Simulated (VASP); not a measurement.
A run of VASP 6.6.1 is set up as follows.

File INCAR:

```
SYSTEM = NaCl
ALGO = Normal ; EDIFF = 1E-6
ENCUT = 520 ; GGA = PE
ISIF = 2 ; ISMEAR = 0
LASPH = .True. ; LCHARG = .False.
LREAL = .False. ; LWAVE = .False.
NBANDS = 14 ; NELM = 100
PREC = Accurate ; SIGMA = 0.02
```

File KPOINTS:

```
k-points
0
Gamma
  6 6 6
  0 0 0
```

The input POSCAR:

```
NaCl
1.0
    0.0000000000      3.1257287305      3.1257287305
    3.1257287305      0.0000000000      3.1257287305
    3.1257287305      3.1257287305      0.0000000000
Na Cl
1 1
Direct
    0.7500000000      0.7500000000      0.7500000000
    0.5000000000      0.5000000000      0.5000000000
```

Potentials or basis: VASP PAW PBE potentials, release 64 (Na_pv, Cl).

The run is started by

```bash
$ cat potpaw_PBE.64/Na_pv/POTCAR potpaw_PBE.64/Cl/POTCAR > POTCAR
$ mpirun -np 1 vasp_std > vasp.out
```

Q: What does it give for the pressure?

A: 0.0 GPa.

Q: What does it give for the band gap on the k mesh?

A: 4.85 eV, direct.

A hybrid or GW would open this gap; PBE tends to underestimate it.
